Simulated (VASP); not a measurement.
Input of a VASP 6.6.1 run:

The input INCAR:

```
SYSTEM = C10N
  PREC = Accurate
  ENCUT = 520
  EDIFF = 1E-6
  ISMEAR = 0
  SIGMA = 0.1
  LREAL = .FALSE.
  LASPH = .TRUE.
  NELM = 100
  ALGO = Normal
  ISIF = 2
  LWAVE = .FALSE.
  LCHARG = .FALSE.
  LDIPOL = .TRUE.
  IDIPOL = 3
  DIPOL = 0.5 0.5 0.317
  GGA = PE
  NBANDS = 34
```

File KPOINTS:

```
Automatic mesh
0
G
  7 3 1
  0 0 0
```

Contents of POSCAR:

```
C10N
1.0
    4.2718357705      0.0000000000      0.0000000000
   -2.1359178852      8.6110540228      0.0000000000
    0.0000000000      0.0000000000     20.2788015587
C N
10 1
Direct
    0.1564123854      0.9794914374      0.1972503152
    0.8230790520      0.9794914374      0.1972503152
    0.6461581041      0.9589828748      0.2574344417
    0.3128247708      0.9589828748      0.2574344417
    0.1338042381      0.9383827998      0.3175270229
    0.8045779070      0.9383826011      0.3175270277
    0.6222260717      0.9176686260      0.3778997877
    0.2954419668      0.9176686383      0.3778996956
    0.0947392598      0.8987954532      0.4329047980
    0.8040521936      0.8987947219      0.4329053437
    0.0947392598      1.1487954532      0.3239557363
```

Potentials or basis: VASP PAW PBE potentials, release 64 (C, N).

The run is started by

```bash
$ cat potpaw_PBE.64/C/POTCAR potpaw_PBE.64/N/POTCAR > POTCAR
$ mpirun -np 1 vasp_std > vasp.out
```

Problem. Predict the largest force.

Solution. 5.554 eV/Å.

Problem. What does it give for the band gap on the k mesh?

Solution. Zero (an odd number of electrons rules out a gap without spin polarisation).

Forces on the atoms (eV/Å):
```
C   -5.464 -0.234  0.972
C    5.427 -0.238  1.020
C   -0.878 -0.007 -2.080
C    0.929 -0.018 -2.118
C    0.413  2.111  0.129
C   -0.431  1.877  0.067
C   -1.551 -0.297  0.741
C    1.597 -0.344  0.852
C   -0.130 -0.135  0.204
C    0.142 -0.098  0.218
N   -0.054 -2.616 -0.004
```
